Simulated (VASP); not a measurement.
# Ca (P6_3/mmc) in VASP: notebook

Aim: see how the results for Ca move with the level of theory and the settings. Levels: PBEsol, PBE. Tasks: single point.

All numbers are computed with VASP 6.6.1; they aren't measurements. Logs are shortened: lines on timing, memory, paths and dates and some standing lists are left out, and cuts for length are marked.

### Step 1. The cell of the first run

It takes space group P6_3/mmc (No. 194, hexagonal). Conventional cell: a = 3.980 Å, b = 3.980 Å, c = 6.520 Å, α = 90.00°, β = 90.00°, γ = 120.00°. Within 5.2 Å of Ca (site symmetry -6m2) lie 12 Ca at 3.98 to 3.99 Å.

This isn't the form of Ca at room conditions, which is fcc.

### Step 2. Single point, PBEsol

The input, INCAR:

```
PREC = Accurate ; ENCUT = 520
EDIFF = 1E-7 ; ISMEAR = -1
SIGMA = 0.08 ; LREAL = False
LASPH = True ; NELM = 80
ALGO = Normal ; ISIF = 2
LWAVE = False ; LCHARG = True
GGA = PS ; LELF = True
LVHAR = True ; NBANDS = 17
```

The input, KPOINTS:

```
Automatic mesh
0
Gamma
  11 11 6
```

The input, POSCAR:

```
Ca
1.0
    3.9799995206      0.0000000000      0.0000000000
   -1.9899997603      3.4467806919      0.0000000000
    0.0000000000      0.0000000000      6.5200000000
Ca
2
Direct
    0.3333333333      0.6666666667      0.2500000000
    0.6666666667      0.3333333333      0.7500000000
```

Potentials or basis: VASP PAW PBE potentials, release 64 (Ca_sv).

Run with:

```
> cat potpaw_PBE.64/Ca_sv/POTCAR > POTCAR
> mpirun -np 1 vasp_std > vasp.out
```

OUTCAR:

```text
PREC = Accurate
   ENCUT = 520
   EDIFF = 1E-7
   ISMEAR = -1
   LREAL = False
   LASPH = True
   NELM = 80
   ISIF = 2
   GGA = PS

 ion  position               nearest neighbor table
   1  0.333  0.667  0.250-
   2  0.667  0.333  0.750-

  LATTYP: Found a hexagonal cell.
 ALAT       =     3.9799995206
 C/A-ratio  =     1.6381911521

  Lattice vectors:

 A1 = (   3.9799995206,   0.0000000000,   0.0000000000)
 A2 = (  -1.9899997603,   3.4467806919,   0.0000000000)
 A3 = (   0.0000000000,   0.0000000000,   6.5200000000)

Analysis of symmetry for initial positions (statically):
=====================================================================
 Subroutine PRICEL returns:
 Original cell was already a primitive cell.

 Routine SETGRP: Setting up the symmetry group for a
 hexagonal supercell.

 Subroutine GETGRP returns: Found 24 space group operations
 (whereof 12 operations were pure point group operations)
 out of a pool of 24 trial point group operations.

The static configuration has the point symmetry D_3d.
 The point group associated with its full space group is D_6h.

Analysis of symmetry for dynamics (positions and initial velocities):
=====================================================================
 Subroutine PRICEL returns:
 Original cell was already a primitive cell.

 Routine SETGRP: Setting up the symmetry group for a
 hexagonal supercell.

 Subroutine GETGRP returns: Found 24 space group operations
 (whereof 12 operations were pure point group operations)
 out of a pool of 24 trial point group operations.

The dynamic configuration has the point symmetry D_3d.
 The point group associated with its full space group is D_6h.

 Subroutine INISYM returns: Found 24 space group operations
 (whereof 12 operations are pure point group operations),
 and found     1 'primitive' translations

----------------------------------------------------------------------------------------

                                     Primitive cell

  volume of cell :      89.4426

  direct lattice vectors                    reciprocal lattice vectors
     3.979999521  0.000000000  0.000000000     0.251256312  0.145062899  0.000000000
    -1.989999760  3.446780692  0.000000000     0.000000000  0.290125798  0.000000000
     0.000000000  0.000000000  6.520000000     0.000000000  0.000000000  0.153374233

  length of vectors
     3.979999521  3.979999521  6.520000000     0.290125798  0.290125798  0.153374233

  position of ions in fractional coordinates (direct lattice)
     0.333333333  0.666666667  0.250000000
     0.666666667  0.333333333  0.750000000

  ion indices of the primitive-cell ions
   primitive index   ion index
                 1           1
                 2           2

----------------------------------------------------------------------------------------

 KPOINTS: Automatic mesh

Automatic generation of k-mesh.
 Grid dimensions read from file:
 generate k-points for:   11   11    6

 Generating k-lattice:

  Cartesian coordinates                     Fractional coordinates (reciprocal lattice)
     0.022841483  0.013187536  0.000000000     0.090909091 -0.000000000  0.000000000
     0.000000000  0.026375073  0.000000000     0.000000000  0.090909091  0.000000000
     0.000000000  0.000000000  0.025562372     0.000000000  0.000000000  0.166666667

  Length of vectors
     0.026375073  0.026375073  0.025562372

  Shift w.r.t. Gamma in fractional coordinates (k-lattice)
     0.000000000  0.000000000  0.000000000

 Subroutine IBZKPT returns following result:
 ===========================================

 Found     64 irreducible k-points:

 Following reciprocal coordinates:
            Coordinates               Weight
  0.000000  0.000000  0.000000      1.000000
  0.090909  0.000000  0.000000      6.000000
  0.181818 -0.000000  0.000000      6.000000
  0.272727  0.000000  0.000000      6.000000
  0.363636 -0.000000  0.000000      6.000000
  0.454545 -0.000000  0.000000      6.000000
[... 16 lines left out ...]
  0.090909  0.090909  0.166667     12.000000
  0.181818  0.090909  0.166667     24.000000
 [... further k-points ...]
   k-points           NKPTS =     64   k-points in BZ     NKDIM =     64   number of bands    NBANDS=     17
   number of dos      NEDOS =    301   number of ions     NIONS =      2
   total plane-waves  NPLWV =  43200
   dimension x,y,z NGX =    30 NGY =   30 NGZ =   48
   dimension x,y,z NGXF=    60 NGYF=   60 NGZF=   96
   ions per type =               2
   NGX,Y,Z   is equivalent  to a cutoff of  12.53, 12.53, 12.24 a.u.
   NGXF,Y,Z  is equivalent  to a cutoff of  25.06, 25.06, 24.48 a.u.
 SYSTEM =  unknown system
   PREC   = accura    normal or accurate (medium, high low for compatibility)
   ISTART =      0    job   : 0-new  1-cont  2-samecut
   ICHARG =      2    charge: 1-file 2-atom 10-const
   ISPIN  =      1    spin polarized calculation?
   LNONCOLLINEAR =      F non collinear calculations
   LSORBIT =      F    spin-orbit coupling
   LASPH  =      T    aspherical Exc in radial PAW
   ENCUT  =  520.0 eV  38.22 Ry    6.18 a.u.   7.40  7.40 12.12*2*pi/ulx,y,z
   NELM   =     80;   NELMIN=  2; NELMDL= -5     # of ELM steps
   EDIFF  = 0.1E-06   stopping-criterion for ELM
   LREAL  =      F    real-space projection
   EDIFFG = 0.1E-05   stopping-criterion for IOM
   NSW    =      0    number of steps for IOM
   IBRION =     -1    ionic relax: 0-MD 1-quasi-New 2-CG
   NFREE  =      0    steps in history (QN), initial steepest desc. (CG)
   ISIF   =      2    stress and relaxation
   ISYM   =      2    0-nonsym 1-usesym 2-fastsym
   POTIM  = 0.5000    time-step for ionic-motion
   TEBEG  =    0.0;   TEEND  =   0.0 temperature during run
   PSTRESS=    0.0 pullay stress
   NELECT =      20.0000    total number of electrons
   NUPDOWN=      -1.0000    fix difference up-down
   EMIN   =  10.00;   EMAX   =-10.00  energy-range for DOS
   EFERMI =   0.00;   METHOD = LEGACY
   ISMEAR =    -1;   SIGMA  =   0.08  broadening in eV -4-tet -1-fermi 0-gaus
   EFERMI_NEDOS =   21; number of points for ismear=-14 and -15
   IALGO  =     38    algorithm
   IMIX   =      4    mixing-type and parameters
     AMIX     =   0.40;   BMIX     =  1.00
     AMIX_MAG =   1.60;   BMIX_MAG =  1.00
  volume/ion in A,a.u.               =      44.72       301.79
  Fermi-wavevector in a.u.,A,eV,Ry     =   0.993658  1.877741 13.433785  0.987355
  Thomas-Fermi vector in A             =   2.125555
   LORBIT       =      0    0 simple, 1 ext, 2 COOP (PROOUT), +10 PAW based schemes
   GGA     = PS    functional components
   LHFCALC =     F    Hartree Fock is set to
   AEXX    =    0.0000 exact exchange contribution
   IVDW    =     0    specifies the selected vdW correction
   LEPSILON=     F    determine dielectric tensor
   LRPA    =     F    only Hartree local field effects (RPA)
 non-spin polarized calculation
  energy-cutoff  :      520.00
  volume of cell :       89.44
 maximum number of plane-waves:      2442
 NGX is ok and might be reduce to    30
   NGX = 15   NGY = 15   NGZ = 25

 number of electron      20.0000006 magnetization

 Free energy of the ion-electron system (eV)
  ---------------------------------------------------
  ext. energy  EPLUGINS =         0.00000000
  ---------------------------------------------------
  free energy    TOTEN  =        -4.25190093 eV

  energy without entropy =       -4.19989774  energy(sigma->0) =       -4.22589933

 E-fermi :   1.7057     XC(G=0):  -7.6276

 val. band max:        1.7011022138   @ k =   0.3636   0.2727   0.5000
 cond. band min:       1.7244310804   @ k =   0.1818   0.1818   0.0000
 fundamental gap:      0.0233288666
 Fermi energy:         1.7057238757

 k-point     1 :       0.0000    0.0000    0.0000
  band No.  band energies     occupation
      1     -40.2968      2.00000
      2     -40.2864      2.00000
      3     -21.4033      2.00000
      4     -21.3129      2.00000
      5     -21.3129      2.00000
      6     -21.2973      2.00000
[... 9 lines left out ...]
     16       4.2002      0.00000
     17       4.5739      0.00000

 k-point     2 :       0.0909    0.0000    0.0000
  band No.  band energies     occupation
      1     -40.2961      2.00000
      2     -40.2861      2.00000
      3     -21.4003      2.00000
      4     -21.3198      2.00000
      5     -21.3151      2.00000
      6     -21.3044      2.00000
[... 9 lines left out ...]
     16       4.2856      0.00000
     17       4.4642      0.00000

 k-point     3 :       0.1818   -0.0000    0.0000
  band No.  band energies     occupation
      1     -40.2940      2.00000
      2     -40.2851      2.00000
      3     -21.3920      2.00000
      4     -21.3383      2.00000
      5     -21.3232      2.00000
      6     -21.3208      2.00000
[... 9 lines left out ...]
     16       4.2960      0.00000
     17       4.3015      0.00000

 k-point     4 :       0.2727    0.0000    0.0000
  band No.  band energies     occupation
      1     -40.2912      2.00000
      2     -40.2839      2.00000
      3     -21.3797      2.00000
      4     -21.3627      2.00000
      5     -21.3474      2.00000
      6     -21.3281      2.00000
[... 9 lines left out ...]
     16       4.5845      0.00000
     17       4.6700      0.00000
[... 343 lines left out ...]
      1     -40.2863      2.00000
      2     -40.2831      2.00000
      3     -21.4021      2.00000
      4     -21.3864      2.00000
      5     -21.3483      2.00000
      6     -21.3368      2.00000
[... 9 lines left out ...]
     16       5.3348      0.00000
     17       5.4224      0.00000

 k-point    23 :       0.0909    0.0909    0.1667
  band No.  band energies     occupation
      1     -40.2940      2.00000
      2     -40.2860      2.00000
      3     -21.3890      2.00000
      4     -21.3293      2.00000
      5     -21.3238      2.00000
      6     -21.3155      2.00000
[... 9 lines left out ...]
     16       4.3086      0.00000
     17       4.5379      0.00000

 k-point    24 :       0.1818    0.0909    0.1667
  band No.  band energies     occupation
      1     -40.2917      2.00000
      2     -40.2849      2.00000
      3     -21.3821      2.00000
      4     -21.3475      2.00000
      5     -21.3430      2.00000
      6     -21.3238      2.00000
[... 9 lines left out ...]
     16       4.4415      0.00000
     17       4.6340      0.00000

 [... further k-points ...]

------------------------ aborting loop because EDIFF is reached ----------------------------------------

  FORCE on cell =-STRESS in cart. coord.  units (eV):
  Direction    XX          YY          ZZ          XY          YZ          ZX
  --------------------------------------------------------------------------------------
  -------------------------------------------------------------------------------------
  Total       -0.7961529     -0.7961529     -0.7678145      0.0000000      0.0000000      0.0000000
  in kB      -14.2614218    -14.2614218    -13.7537967      0.0000000      0.0000000      0.0000000
  external PRESSURE =     -14.0922134 kB  Pullay stress =       0.0000000 kB

 VOLUME and BASIS-vectors are now :
 -----------------------------------------------------------------------------
  energy-cutoff  :      520.00
  volume of cell :       89.44
      direct lattice vectors                 reciprocal lattice vectors
     3.979999521  0.000000000  0.000000000     0.251256312  0.145062899  0.000000000
    -1.989999760  3.446780692  0.000000000     0.000000000  0.290125798  0.000000000
     0.000000000  0.000000000  6.520000000     0.000000000  0.000000000  0.153374233

 POSITION                                       TOTAL-FORCE (eV/Angst)
 -----------------------------------------------------------------------------------
     -0.00000      2.29785      1.63000         0.000000     -0.000000      0.000000
      1.99000      1.14893      4.89000        -0.000000      0.000000      0.000000
 -----------------------------------------------------------------------------------
    total drift:                               -0.000000      0.000000     -0.000000

  FREE ENERGIE OF THE ION-ELECTRON SYSTEM (eV)
  ---------------------------------------------------
  free  energy   TOTEN  =        -4.2519009300 eV

  energy  without entropy=       -4.1998977357  energy(sigma->0) =       -4.22589933
```

Wall time 1.8 min (1 thread of Oxide Virtual Turin-like, shared host); peak memory 0.2 GiB.

What came out:

- Free energy: -4.2519 eV
- Pressure: -1.4 GPa
- Band gap on the k mesh: zero (bands 10 and 11 overlap by 0.44 eV)

Caveat: the PAW data sets were made with another functional, which shifts forces and pressure a little.

### Step 3. Single point, PBE

The input, INCAR:

```
  ALGO = Normal
  EDIFF = 1E-6
  ENCUT = 520
  GGA = PE
  ISIF = 2
  ISMEAR = 1
  ISYM = 0
  LASPH = True
  LCHARG = False
  LREAL = False
  LWAVE = False
  NBANDS = 17
  NELM = 80
  PREC = Accurate
  SIGMA = 0.05
```

The input, KPOINTS:

```
k-points
0
Gamma
  11 11 6
```

POSCAR is that of step 2.

Potentials or basis: VASP PAW PBE potentials, release 64 (Ca_sv).

Run with:

```
> cat potpaw_PBE.64/Ca_sv/POTCAR > POTCAR
> mpirun -np 1 vasp_std > vasp.out
```

Run time: 9.8 min. Hardware: 1 thread of Oxide Virtual Turin-like, shared host; peak memory 0.52 GiB.

The run converged. Its results:

```
Free energy            : -3.8451 eV
Pressure               : -0.9 GPa
Band gap on the k mesh : zero (bands 10 and 11 overlap by 0.45 eV)
```

Stress tensor (GPa, compression positive):
```
-0.96  0.00  0.00
 0.00 -0.96  0.00
 0.00  0.00 -0.66
```

Levels at points of the mesh, in eV from the Fermi level:
```tsv
k point	band 6	band 7	band 8	band 9	band 10	band 11	band 12	band 13	band 14	band 15
(0.00, 0.00, 0.00)	-23.15	-23.15	-23.14	-4.01	-1.07	-0.29	2.15	2.16	2.16	2.45
(0.00, 0.00, 0.50)	-23.16	-23.16	-23.16	-3.04	-3.04	1.31	1.31	2.15	2.15	2.15
```

The gap in the log of VASP goes by the Fermi energy; the results here count the filled bands.